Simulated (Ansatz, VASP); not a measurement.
# Two plane-wave programs on AlN

INCAR

```
SYSTEM = AlN
PREC     = Accurate       ! precision mode
ENCUT    = 520            ! plane-wave cutoff, eV
EDIFF    = 1E-6           ! SCF threshold, eV
ISMEAR   = 0              ! smearing method
SIGMA    = 0.01           ! smearing width, eV
LREAL    = .False.        ! projectors in reciprocal space
LASPH    = .True.         ! aspherical terms in the spheres
NELM     = 80             ! most SCF steps
ALGO     = Normal         ! electronic algorithm
ISIF     = 2              ! what is computed and relaxed
LWAVE    = .False.        ! write WAVECAR
LCHARG   = .False.        ! write CHGCAR
GGA      = PS             ! functional
NBANDS   = 11             ! bands
```

Contents of KPOINTS:

```
regular mesh
0
Gamma
  6 6 6
  0 0 0
```

File POSCAR:

```
AlN
1.0
    0.0000000000      2.1839940000      2.1839940000
    2.1839940000      0.0000000000      2.1839940000
    2.1839940000      2.1839940000      0.0000000000
Al N
1 1
Direct
    0.0000000000      0.0000000000      0.0000000000
    0.7728938358      0.7271061642      0.7271061642
```

Input for Ansatz:

```yaml
crystal:
  lattice:
    - [0.0, 2.183994, 2.183994]
    - [2.183994, 0.0, 2.183994]
    - [2.183994, 2.183994, 0.0]
  atoms:
    - { symbol: Al, position: [0.0, 0.0, 0.0] }
    - { symbol: "N", position: [0.7728938357889261, 0.7271061642110739, 0.7271061642110739] }
basis:
  ecutwfc: 450.0
kpoints:
  mp_grid:
    grid: [6, 6, 6]
hamiltonian:
  xc: pbesol
scf:
  occupations:
    method: fixed
output:
  forces: true
```

Alike in both runs: task single point; functional PBEsol; k mesh 6 × 6 × 6; no spin polarisation.

```csv
,VASP,Ansatz
version,VASP 6.6.1,Ansatz 0.2.0
potentials or method,"VASP PAW PBE potentials, release 64 (Al, N), cutoff 520 eV","plane waves, PAW"
occupations,"gaussian, width 0.01 eV",fixed
valence electrons in the cell,8,8
```

|  | VASP | Ansatz | Ansatz less VASP |
| --- | --- | --- | --- |
| rms of the force components (eV/Å) | 0.839 | 0.831 | -0.0078 |

VASP's potentials were made for PBE, not for PBEsol. Atom by atom the forces differ by 0.008 eV/Å (rms over components).
